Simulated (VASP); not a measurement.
Input of a VASP 6.6.1 run:

The input INCAR:

```
PREC = Accurate
ENCUT = 500
EDIFF = 1E-7
ISMEAR = 1
SIGMA = 0.02
LREAL = False
LASPH = True
NELM = 120
ALGO = Normal
ISIF = 8
LWAVE = False
LCHARG = False
IBRION = 2
NSW = 60
EDIFFG = -0.02
GGA_COMPAT = False
NELMIN = 4
```

File KPOINTS:

```
Automatic mesh
0
Gamma
  11 11 11
```

Contents of POSCAR:

```
Sn
1.0
    0.0000000000      3.2333430000      3.2333430000
    3.2333430000      0.0000000000      3.2333430000
    3.2333430000      3.2333430000      0.0000000000
Sn
2
Direct
    0.5000000000      0.5000000000      0.5000000000
    0.7500000000      0.7500000000      0.7500000000
```

Potentials or basis: VASP PAW LDA potentials, release 64 (Sn_d).

Launch:

```bash
$ cat potpaw_LDA.64/Sn_d/POTCAR > POTCAR
$ mpirun -np 1 vasp_std > vasp.out
```

Task: Predict the relaxed cell.

Result: a = 4.578 Å, b = 4.578 Å, c = 4.578 Å, α = 60.00°, β = 60.00°, γ = 60.00°.

Task: Estimate the relaxed volume.

Result: 33.93 Å³/atom.

Final structure:
```yaml
crystal:
  lattice:
    - [0.00000, 3.23738, 3.23738]
    - [3.23738, 0.00000, 3.23738]
    - [3.23738, 3.23738, 0.00000]
  atoms:
    - { symbol: Sn, position: [0.50000, 0.50000, 0.50000] }
    - { symbol: Sn, position: [0.75000, 0.75000, 0.75000] }
```
